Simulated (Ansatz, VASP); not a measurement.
One calculation of Ta3RhN4, two programs

```xyz
8
Lattice="2.9896 0.0000 0.0000 0.0000 2.9896 0.0000 0.0000 0.0000 10.0468" Properties=species:S:1:pos:R:3 pbc="T T T"
Ta    1.4948    1.4948    7.9922
Ta    0.0000    0.0000    5.0234
Ta    1.4948    1.4948    2.0546
Rh    0.0000    0.0000    0.0000
N     0.0000    0.0000    2.8431
N     1.4948    1.4948    0.0000
N     0.0000    0.0000    7.2037
N     1.4948    1.4948    5.0234
```

Change from the starting cell: species swapped into the Mg3ZnO4 type (P4/mmm, No. 123).

Alike in both runs: functional PBE; k mesh 10 × 10 × 4; occupations gaussian, width 0.1 eV; no spin polarisation.

Ansatz relaxed the structure, and its values are those at the end. VASP's run is a single point on that final structure, the one shown.

|  | VASP | Ansatz |
| --- | --- | --- |
| version | VASP 6.6.1 | Ansatz 0.2.0 |
| potentials or method | VASP PAW PBE potentials, release 64 (Ta_pv, Rh_pv, N), cutoff 520 eV | scalar-relativistic, plane waves, PAW |
| valence electrons in the cell | 68 | 76 |

```tsv
	VASP	Ansatz	Ansatz less VASP
gap on the k mesh at the Fermi level (eV)	none	none	-
pressure (GPa)	0.5	0.0	-0.52
rms of the force components (eV/Å)	0.005	0.001	-0.0045
```

A gap of «none» marks a metal or a gap that the smearing closes. VASP's potentials hold 68 valence electrons a cell and Ansatz's 76, so a difference there can come from the potentials and not from the codes.

Neither program's run includes spin-orbit coupling.
